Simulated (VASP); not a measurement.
Input of a VASP 6.6.1 run:

The input INCAR:

```
PREC     = Accurate       # precision mode
ENCUT    = 520            # plane-wave cutoff, eV
EDIFF    = 1E-8           # SCF threshold, eV
ISMEAR   = -1             # smearing method
SIGMA    = 0.02           # smearing width, eV
LREAL    = False          # projectors in reciprocal space
LASPH    = True           # aspherical terms in the spheres
NELM     = 100            # most SCF steps
ALGO     = Normal         # electronic algorithm
ISIF     = 2              # what is computed and relaxed
LWAVE    = False          # write WAVECAR
LCHARG   = False          # write CHGCAR
GGA      = PE             # functional
LEFG     = True         
NBANDS   = 15             # bands
```

The input KPOINTS:

```
Automatic mesh
0
Gamma
  6 6 6
```

The input POSCAR:

```
RbBr
1.0
    0.0000000000      3.4044959512      3.4044959512
    3.4044959512      0.0000000000      3.4044959512
    3.4044959512      3.4044959512      0.0000000000
Rb Br
1 1
Direct
    0.0000000000      0.0000000000      0.0000000000
    0.5000000000      0.5000000000      0.5000000000
```

Potentials or basis: VASP PAW PBE potentials, release 64 (Rb_sv, Br).

Launch:

```sh
$ cat potpaw_PBE.64/Rb_sv/POTCAR potpaw_PBE.64/Br/POTCAR > POTCAR
$ mpirun -np 1 vasp_std > vasp.out
```

Task: Predict the band gap on the k mesh.

Result: 4.41 eV.

Task: Predict the pressure.

Result: 1.4 GPa.
